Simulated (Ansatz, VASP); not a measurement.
**Ga in VASP and in Ansatz**

```
Ga
1.0
    -1.41330    1.41330    2.24376
     1.41330   -1.41330    2.24376
     1.41330    1.41330   -2.24376
Ga
1
Direct
  0.00000 0.00000 0.00000
```

Change from the starting cell: volume scaled by 1.02.

Alike in both runs: task single point; functional PBEsol; k mesh 16 × 16 × 16; occupations fermi-dirac, width 0.03 eV; no spin polarisation.

|  | VASP | Ansatz |
| --- | --- | --- |
| version | VASP 6.6.1 | Ansatz 0.2.0 |
| potentials or method | VASP PAW PBE potentials, release 64 (Ga_d), cutoff 520 eV | all-electron LAPW, scalar-relativistic |

```csv
,VASP,Ansatz,Ansatz less VASP
pressure (GPa),-0.6,-0.6,0.00
"traceless stress, the component that is largest in VASP (GPa)",-0.41,-0.41,+0.007
```

VASP's potentials were made for PBE, not for PBEsol. Ansatz ran all-electron here, and VASP with PAW potentials.
